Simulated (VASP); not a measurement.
Set up this calculation in VASP 6.6.1, as the native input.

| Property | Result |
| --- | --- |
| Task | single point |
| Functional | PBEsol |
| Potentials or basis | VASP PAW PBE potentials, release 64 (H, Ge_d) |
| Cutoff | 410 eV |
| k mesh | 2 × 2 × 1 |
| Occupations | fermi-dirac, width 0.02 eV |
| Spin | no spin polarisation |
| Dipole correction | no |
| Further INCAR settings | ALGO = Normal; EDIFF = 1e-06; NBANDS = 171; NELMDL = -8 |

The structure of Ge21H8 lies in POSCAR:

```
Ge21H8
1.0
    8.0044490000      0.0000000000      0.0000000000
    0.0000000000      8.0044490000      0.0000000000
    0.0000000000      0.0000000000     18.5143500000
H Ge
8 21
Direct
    0.4080120943      0.0000000000      0.0540122121
    0.0919878433      0.0000000000      0.0540122121
    0.9080121567      0.0000000000      0.0540122121
    0.5919879057      0.0000000000      0.0540122121
    0.4080120943      0.4999999375      0.0540122121
    0.0919878433      0.4999999375      0.0540122121
    0.9080121567      0.4999999375      0.0540122121
    0.5919879057      0.4999999375      0.0540122121
    0.2499999688      0.0000000000      0.1023178778
    0.7500000312      0.0000000000      0.1023178778
    0.2499999688      0.4999999375      0.1023178778
    0.7500000312      0.4999999375      0.1023178778
    0.2362774752      0.2499529949      0.1761541183
    0.7370396138      0.2509312009      0.1742640168
    0.2603679529      0.7490836658      0.1785900126
    0.7551730294      0.7495419110      0.1802344128
   -0.0177786129      0.2372484352      0.2500761841
    0.4888195302      0.2386259192      0.2493939566
    0.0121290048      0.7548450868      0.2553082339
    0.5072375375      0.7514428538      0.2606330765
   -0.0073589075      0.0023354512      0.3347190693
    0.4981577120      0.0073146821      0.3359800371
    0.0126084881      0.4935818818      0.3269252229
    0.5232282697      0.4873693367      0.3333793517
    0.2458882554      0.0600352379      0.4162544729
    0.7481606791      0.0355682196      0.4194478877
    0.2686820792      0.3499734960      0.3697064709
    0.7582531914      0.3683551485      0.4055740547
    0.8812762752      0.6376201535      0.4355378936
```

The input as run:

INCAR

```
SYSTEM = Ge21H8
ALGO = Normal ; EDIFF = 1E-6
ENCUT = 410 ; GGA = PS
GGA_COMPAT = .False. ; ISIF = 2
ISMEAR = -1 ; LASPH = .True.
LCHARG = .False. ; LREAL = .False.
LWAVE = .False. ; NBANDS = 171
NELM = 120 ; NELMDL = -8
PREC = Accurate ; SIGMA = 0.02
```

KPOINTS

```
k-points
0
Gamma
  2 2 1
  0 0 0
```

Potentials or basis: VASP PAW PBE potentials, release 64 (H, Ge_d).

Command:

```console
$ cat potpaw_PBE.64/H/POTCAR potpaw_PBE.64/Ge_d/POTCAR > POTCAR
$ mpirun -np 1 vasp_std > vasp.out
```

It gave:

The largest force is 0.299 eV/Å and the band gap on the k mesh is 0.11 eV.

Caveat: there is no dipole correction, which matters where the two faces differ; the PAW data sets were made with another functional, which shifts forces and pressure a little.

Run time: 40 min on 1 thread of Intel Xeon 8259CL (shared host), peak memory 0.94 GiB.
